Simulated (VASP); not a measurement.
Wanted: the native input for a VASP 6.6.1 run.

- Task: single point
- Functional: PBE-based screened hybrid with 75 % exact exchange
- Potentials or basis: VASP PAW PBE potentials, release 64 (Al, P)
- Cutoff: 400 eV
- k mesh: 4 × 4 × 4
- Occupations: gaussian, width 0.01 eV
- Spin: no spin polarisation
- Dipole correction: no
- Grid for exact exchange (PRECFOCK): Normal
- Share of exact exchange: 0.75
- Further INCAR settings: ALGO = Normal; EDIFF = 1e-06; NBANDS = 11
- Screening parameter: 0.5 1/Å

AlP:

```
CELL_PARAMETERS angstrom
0.00000 2.73926 2.73926
2.73926 0.00000 2.73926
2.73926 2.73926 0.00000
ATOMIC_POSITIONS crystal
Al 0.00000 0.00000 0.00000
P 0.25000 0.25000 0.25000
```

One way to write it, as run:

POSCAR

```
AlP
1.0
    0.0000000000      2.7392607939      2.7392607939
    2.7392607939      0.0000000000      2.7392607939
    2.7392607939      2.7392607939      0.0000000000
Al P
1 1
Direct
    0.0000000000      0.0000000000      0.0000000000
    0.2500000000      0.2500000000      0.2500000000
```

INCAR.step1

```
SYSTEM = AlP
PREC = Accurate ; ENCUT = 400
EDIFF = 1E-5 ; ISMEAR = 0
SIGMA = 0.01 ; LREAL = .FALSE.
LASPH = .TRUE. ; NELM = 120
ALGO = Normal ; ISIF = 2
LWAVE = .TRUE. ; LCHARG = .FALSE.
NBANDS = 11 ; GGA = PE
GGA_COMPAT = .FALSE.
```

INCAR.step2

```
SYSTEM = AlP
PREC = Accurate ; ENCUT = 400
EDIFF = 1E-6 ; ISMEAR = 0
SIGMA = 0.01 ; LREAL = .FALSE.
LASPH = .TRUE. ; NELM = 120
ALGO = Normal ; ISIF = 2
LWAVE = .FALSE. ; LCHARG = .FALSE.
GGA = PE ; LHFCALC = .TRUE.
AEXX = 0.75 ; HFSCREEN = 0.5
PRECFOCK = Normal ; NBANDS = 11
ISTART = 1 ; GGA_COMPAT = .FALSE.
```

KPOINTS

```
regular mesh
0
G
  4 4 4
  0 0 0
```

Potentials or basis: VASP PAW PBE potentials, release 64 (Al, P).

Run with:

```sh
$ cat potpaw_PBE.64/Al/POTCAR potpaw_PBE.64/P/POTCAR > POTCAR
$ cp INCAR.step1 INCAR
$ mpirun -np 1 vasp_std > vasp.out
$ cp INCAR.step2 INCAR
$ mpirun -np 1 vasp_std > vasp.out
```

It gave:

The pressure is -1.4 GPa and the band gap on the k mesh is 2.54 eV (least direct gap 4.59 eV).

Caveat: the k points lie up to 0.50 Å⁻¹ apart; the PAW data sets were made with another functional, which shifts forces and pressure a little.

Run time: 2.5 min on 1 thread of AMD EPYC 7R43 64-Core Processor (Zen 3) (shared host), peak memory 0.21 GiB.
